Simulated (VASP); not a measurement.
A run of VASP 6.6.1 is set up as follows.

File INCAR:

```
  ALGO = Normal
  EDIFF = 1E-6
  ENCUT = 500
  GGA = PE
  GGA_COMPAT = False
  ISIF = 2
  ISMEAR = 0
  LASPH = True
  LCHARG = False
  LREAL = False
  LWAVE = False
  NBANDS = 26
  NELM = 120
  PREC = Accurate
  SIGMA = 0.05
```

KPOINTS

```
k-points
0
Gamma
  6 6 4
```

POSCAR

```
ZnS
1.0
    3.8454929889      0.0000000000      0.0000000000
   -1.9227464944      3.3302946184      0.0000000000
    0.0000000000      0.0000000000      6.3053333047
Zn S
2 2
Direct
    0.3471936601      0.6685133852      0.0352026153
    0.6680944294      0.3503761190      0.5040312806
    0.3611826853      0.6565513030      0.3473158814
    0.6235292252      0.3245591928      0.8834502228
```

Potentials or basis: VASP PAW PBE potentials, release 64 (Zn, S).

The run is started by

```sh
$ cat potpaw_PBE.64/Zn/POTCAR potpaw_PBE.64/S/POTCAR > POTCAR
$ mpirun -np 1 vasp_std > vasp.out
```

Q: Estimate the largest force.

A: 5.493 eV/Å.

Q: Estimate the band gap on the k mesh.

A: 1.83 eV.

Q: Estimate the pressure.

A: 5.0 GPa.

Forces in eV/Å, atoms in the order of the input:
```
Zn  -0.761  0.177 -4.981
Zn   0.591 -0.435  0.308
S   -0.699  0.357  5.436
S    0.869 -0.099 -0.762
```

Caveat: the cell differs from its parent crystal (atoms moved at random); the cell stands under pressure; forces of over 1 eV/Å act on the atoms, so gaps and moduli don't describe the material at rest.
